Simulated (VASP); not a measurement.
Here is a VASP 6.6.1 calculation.

INCAR

```
PREC = Accurate
ENCUT = 600
EDIFF = 1E-6
ISMEAR = 0
SIGMA = 0.02
LREAL = False
LASPH = True
NELM = 120
ALGO = Normal
ISIF = 2
LWAVE = False
LCHARG = False
GGA = PS
NBANDS = 16
GGA_COMPAT = False
```

The input KPOINTS:

```
Automatic mesh
0
Gamma
  10 10 10
```

File POSCAR:

```
GaN
1.0
    0.0000000000      2.2490709867      2.2490709867
    2.2490709867      0.0000000000      2.2490709867
    2.2490709867      2.2490709867      0.0000000000
Ga N
1 1
Direct
    0.0000000000      0.0000000000      0.0000000000
    0.2500000000      0.2500000000      0.2500000000
```

Potentials or basis: VASP PAW PBE potentials, release 64 (Ga_d, N).

The run is started by

```bash
$ cat potpaw_PBE.64/Ga_d/POTCAR potpaw_PBE.64/N/POTCAR > POTCAR
$ mpirun -np 1 vasp_std > vasp.out
```

Question: What does it give for the band gap on the k mesh?

Answer: 1.72 eV, direct.

Question: Estimate the pressure.

Answer: -0.4 GPa.

Caveat: the PAW data sets were made with another functional, which shifts forces and pressure a little.
